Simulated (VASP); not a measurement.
Write the native input for VASP 6.6.1 that does the following.

```
Task                   : single point
Functional             : r2SCAN
Potentials or basis    : VASP PAW PBE potentials, release 64 (Ga_d, Sb_d_GW)
Cutoff                 : 550 eV
k mesh                 : 8 × 8 × 8
Occupations            : fermi-dirac, width 0.02 eV
Spin                   : no spin polarisation
Dipole correction      : no
Further INCAR settings : ALGO = Normal; EDIFF = 1e-06; NBANDS = 21
```

The system is GaSb.

```
Ga Sb
1.0
     0.00000    3.06588    3.06588
     3.06588    0.00000    3.06588
     3.06588    3.06588    0.00000
Ga Sb
1 1
Cartesian
  0.0000 0.0000 0.0000
  1.5329 1.5329 1.5329
```

One way to write it, as run:

POSCAR

```
GaSb
1.0
    0.0000000000      3.0658787979      3.0658787979
    3.0658787979      0.0000000000      3.0658787979
    3.0658787979      3.0658787979      0.0000000000
Ga Sb
1 1
Direct
    0.0000000000      0.0000000000      0.0000000000
    0.2500000000      0.2500000000      0.2500000000
```

INCAR.step1

```
  PREC = Accurate
  ENCUT = 550
  ISMEAR = -1
  SIGMA = 0.02
  LREAL = F
  LASPH = T
  NELM = 120
  NBANDS = 21
  GGA = PE
  ALGO = Normal
  EDIFF = 1E-5
  LWAVE = T
  LCHARG = F
  GGA_COMPAT = F
```

INCAR.step2

```
  PREC = Accurate
  ENCUT = 550
  EDIFF = 1E-6
  ISMEAR = -1
  SIGMA = 0.02
  LREAL = F
  LASPH = T
  NELM = 120
  ALGO = Normal
  ISIF = 2
  LWAVE = F
  LCHARG = T
  METAGGA = R2SCAN
  LMIXTAU = T
  LELF = T
  LVHAR = T
  NBANDS = 21
  ISTART = 1
  GGA_COMPAT = F
```

KPOINTS

```
Automatic mesh
0
Gamma
  8 8 8
```

Potentials or basis: VASP PAW PBE potentials, release 64 (Ga_d, Sb_d_GW).

The run is started by

```sh
$ cat potpaw_PBE.64/Ga_d/POTCAR potpaw_PBE.64/Sb_d_GW/POTCAR > POTCAR
$ cp INCAR.step1 INCAR
$ mpirun -np 1 vasp_std > vasp.out
$ cp INCAR.step2 INCAR
$ mpirun -np 1 vasp_std > vasp.out
```

It gave:

```json
{
 "Pressure": "0.0 GPa",
 "Band gap on the k mesh": "0.40 eV"
}
```

Caveat: semilocal functionals underestimate gaps, and a narrow one can read as zero; the PAW data sets were made with another functional, which shifts forces and pressure a little; spin-orbit coupling is left out, which moves the levels of the heavy elements.

Wall time 2.4 min on 1 thread of AMD EPYC 9R45 96-Core Processor (Zen 5) (shared host), peak memory 0.22 GiB.
